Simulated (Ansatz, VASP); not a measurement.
One calculation of SiC, two programs

File INCAR:

```
PREC     = Accurate       # precision mode
ENCUT    = 600            # plane-wave cutoff, eV
EDIFF    = 1E-6           # SCF threshold, eV
ISMEAR   = 0              # smearing method
SIGMA    = 0.01           # smearing width, eV
LREAL    = F              # projectors in reciprocal space
LASPH    = T              # aspherical terms in the spheres
NELM     = 60             # most SCF steps
ALGO     = Normal         # electronic algorithm
ISIF     = 3              # what is computed and relaxed
LWAVE    = F              # write WAVECAR
LCHARG   = F              # write CHGCAR
IBRION   = 2              # ionic algorithm
NSW      = 80             # ionic steps
EDIFFG   = -0.002         # ionic threshold
```

KPOINTS

```
regular mesh
0
Gamma
  8 8 2
```

File POSCAR:

```
SiC
1.0
    1.5389000000     -2.6675000000      0.0000000000
    1.5389000000      2.6675000000      0.0000000000
    0.0000000000      0.0000000000     15.1219000000
Si C
6 6
Direct
    0.1673000000      0.8327000000      0.8580000000
    0.8327000000      0.1673000000      0.3580000000
    0.5007000000      0.4993000000      0.5241000000
    0.4993000000      0.5007000000      0.0241000000
    0.8357000000      0.1643000000      0.6912400000
    0.1643000000      0.8357000000      0.1912400000
    0.4960000000      0.5040000000      0.6503000000
    0.5040000000      0.4960000000      0.1503000000
    0.1600000000      0.8400000000      0.9817000000
    0.8400000000      0.1600000000      0.4817000000
    0.8290000000      0.1710000000      0.8168000000
    0.1710000000      0.8290000000      0.3168000000
```

Input for Ansatz:

```yaml
crystal:
  lattice:
    - [1.5389, -2.6675, 0.0]
    - [1.5389, 2.6675, 0.0]
    - [0.0, 0.0, 15.1219]
  atoms:
    - { symbol: Si, position: [0.1673, 0.8327, 0.858] }
    - { symbol: Si, position: [0.8327, 0.1673, 0.358] }
    - { symbol: Si, position: [0.5007, 0.4993, 0.5241] }
    - { symbol: Si, position: [0.4993, 0.5007, 0.0241] }
    - { symbol: Si, position: [0.8357, 0.1643, 0.69124] }
    - { symbol: Si, position: [0.1643, 0.8357, 0.19124] }
    - { symbol: C, position: [0.496, 0.504, 0.6503] }
    - { symbol: C, position: [0.504, 0.496, 0.1503] }
    - { symbol: C, position: [0.16, 0.84, 0.9817] }
    - { symbol: C, position: [0.84, 0.16, 0.4817] }
    - { symbol: C, position: [0.829, 0.171, 0.8168] }
    - { symbol: C, position: [0.171, 0.829, 0.3168] }
scf:
  occupations: { method: fixed }
output:
  forces: true
  stress: true
hamiltonian:
  xc: lda
kpoints:
  mp_grid: { grid: [8, 8, 2] }
relax:
  f_tol: 0.002
  cell: { stress_tol: 0.02 }
```

Alike in both runs: task relaxation of cell and atoms; functional LDA; k mesh 8 × 8 × 2; no spin polarisation.

```csv
,VASP,Ansatz
version,VASP 6.6.1,Ansatz 0.2.0
potentials or method,"VASP PAW LDA potentials, release 64 (Si, C)","scalar-relativistic, plane waves, PAW"
plane-wave cutoff (eV),600,420
occupations,"gaussian, width 0.01 eV",fixed
valence electrons in the cell,48,48
```

Ansatz gave:

```
relaxed volume (Å³/atom)                                     : 10.14
relaxed cell length with the largest relative difference (Å) : 15.010
```

Question: Estimate VASP's values.

Answer: Relaxed volume (Å³/atom): 10.15; relaxed cell length with the largest relative difference (Å): 15.016.

LDA's correlation is that of Perdew and Zunger in VASP and of Perdew and Wang (1992) in Ansatz.
